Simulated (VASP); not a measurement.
Wanted: the native input for a VASP 6.6.1 run.

```
Task                   : single point
Functional             : PBEsol
Potentials or basis    : VASP PAW PBE potentials, release 64 (Na_pv, F)
Cutoff                 : 520 eV
k mesh                 : 10 × 10 × 10
Occupations            : gaussian, width 0.05 eV
Spin                   : no spin polarisation
Dipole correction      : no
Further INCAR settings : ALGO = Normal; EDIFF = 1e-07; NBANDS = 14
```

The structure of NaF lies in POSCAR:

```
NaF
1.0
    3.3241511410      0.0000000000      0.0000000000
    1.6620755705      2.8787993342      0.0000000000
    1.6620755705      0.9595997780      2.7141580411
Na F
1 1
Direct
    0.0000000000      0.0000000000      0.0000000000
    0.5000000000      0.5000000000      0.5000000000
```

One way to write it, as run:

INCAR

```
PREC = Accurate
ENCUT = 520
EDIFF = 1E-7
ISMEAR = 0
SIGMA = 0.05
LREAL = False
LASPH = True
NELM = 100
ALGO = Normal
ISIF = 2
LWAVE = False
LCHARG = False
GGA = PS
NBANDS = 14
```

KPOINTS

```
Automatic mesh
0
Gamma
  10 10 10
```

Potentials or basis: VASP PAW PBE potentials, release 64 (Na_pv, F).

Command:

```bash
$ cat potpaw_PBE.64/Na_pv/POTCAR potpaw_PBE.64/F/POTCAR > POTCAR
$ mpirun -np 1 vasp_std > vasp.out
```

Results of the run:

```json
{
  "Pressure": "-2.1 GPa",
  "Band gap on the k mesh": "5.94 eV"
}
```

Caveat: the PAW data sets were made with another functional, which shifts forces and pressure a little.

It took 28 s on 1 thread of Intel Xeon 8259CL, on a shared host, peak memory 0.15 GiB.
